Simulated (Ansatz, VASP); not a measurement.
## Two plane-wave programs on CdSe

The input POSCAR:

```
CdSe
1.0
    0.0000000000      3.0702711986      3.0702711986
    3.0702711986      0.0000000000      3.0702711986
    3.0702711986      3.0702711986      0.0000000000
Cd Se
1 1
Direct
    0.0000000000      0.0000000000      0.0000000000
    0.2500000000      0.2500000000      0.2500000000
```

The input INCAR.step1:

```
SYSTEM = CdSe
  PREC = Accurate
  ENCUT = 520
  EDIFF = 1E-5
  ISMEAR = -1
  SIGMA = 0.05
  LREAL = .False.
  LASPH = .True.
  NELM = 80
  ALGO = Normal
  ISIF = 2
  LWAVE = .True.
  LCHARG = .False.
  NBANDS = 16
  GGA = PE
```

Contents of INCAR.step2:

```
SYSTEM = CdSe
  PREC = Accurate
  ENCUT = 520
  EDIFF = 1E-6
  ISMEAR = -1
  SIGMA = 0.05
  LREAL = .False.
  LASPH = .True.
  NELM = 80
  ALGO = Normal
  ISIF = 2
  LWAVE = .False.
  LCHARG = .False.
  GGA = PE
  LHFCALC = .True.
  AEXX = 0.5
  PRECFOCK = Normal
  NBANDS = 16
  ISTART = 1
```

KPOINTS

```
regular mesh
0
Gamma
  4 4 4
  0 0 0
```

input.yaml

```yaml
crystal:
  lattice:
    - [0.0, 3.0702711986, 3.0702711986]
    - [3.0702711986, 0.0, 3.0702711986]
    - [3.0702711986, 3.0702711986, 0.0]
  atoms:
    - { symbol: Cd, position: [0.0, 0.0, 0.0] }
    - { symbol: Se, position: [0.25, 0.25, 0.25] }
hamiltonian:
  xc: { exchange: pbe, correlation: pbe, exx: { coeff: 0.5 } }
  pseudopotentials: { kind: paw }
kpoints:
  mp_grid: { grid: [4, 4, 4] }
scf:
  occupations: { method: fermi_dirac, width: 0.05 }
output:
  forces: true
  stress: true
  eigenvalues: true
  write_density: true
  write_potential: true
  elf: true
  volumetric_format: npy
```

Alike in both runs: task single point; functional PBE-based global hybrid with a share of 0.5 of exact exchange; k mesh 4 × 4 × 4; occupations fermi-dirac, width 0.05 eV; no spin polarisation.

```csv
,VASP,Ansatz
version,VASP 6.6.1,Ansatz 0.2.0
potentials or method,"VASP PAW PBE potentials, release 64 (Cd, Se)",Ansatz PAW
plane-wave cutoff (eV),520,420
valence electrons in the cell,18,36
```

|  | VASP | Ansatz | Ansatz less VASP |
| --- | --- | --- | --- |
| gap on the k mesh at the Fermi level (eV) | 3.96 | 3.88 | -0.078 |
| least direct gap on the mesh (eV) | 3.96 | 3.88 | -0.078 |
| pressure (GPa) | -1.1 | -1.0 | +0.13 |

VASP's potentials were made for PBE, not for PBE-based global hybrid. The functional is the same, so the differences come from potentials, cutoffs and numerics. VASP's potentials hold 18 valence electrons a cell and Ansatz's 36, so a difference there can come from the potentials and not from the codes.

The k mesh is coarse, so the values compare programs but aren't converged.
